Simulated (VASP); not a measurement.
Ti, 1 atom in the cell. Symmetry: Pm-3m, No. 221, cubic system. The conventional cell has a = 2.293 Å, b = 2.293 Å, c = 2.293 Å, α = 90.00°, β = 90.00°, γ = 90.00°. Ti (site symmetry m-3m) has 6 Ti at 2.29 Å within 3.0 Å. This isn't the form of Ti at room conditions, which is hcp.

* Program: VASP 6.6.1
* Task: single point
* Functional: PBE
* Potentials or basis: VASP PAW PBE potentials, release 64 (Ti_sv)
* Cutoff: 520 eV
* k mesh: 16 × 16 × 16
* Occupations: fermi-dirac, width 0.1 eV
* Spin: no spin polarisation
* Dipole correction: no
* Further INCAR settings: ALGO = Normal; EDIFF = 1e-07; NBANDS = 12

Potentials or basis: VASP PAW PBE potentials, release 64 (Ti_sv).

Launch:

```bash
$ cat potpaw_PBE.64/Ti_sv/POTCAR > POTCAR
$ mpirun -np 1 vasp_std > vasp.out
```

Hardware: 1 thread of Intel Xeon 8259CL, with other jobs on the host.

**Question.** Estimate the wall time of this run.

**Answer.** It took 37 s on 1 thread of Intel Xeon 8259CL (shared host), peak memory 0.14 GiB. Counts: scf iterations 13, k points 165.
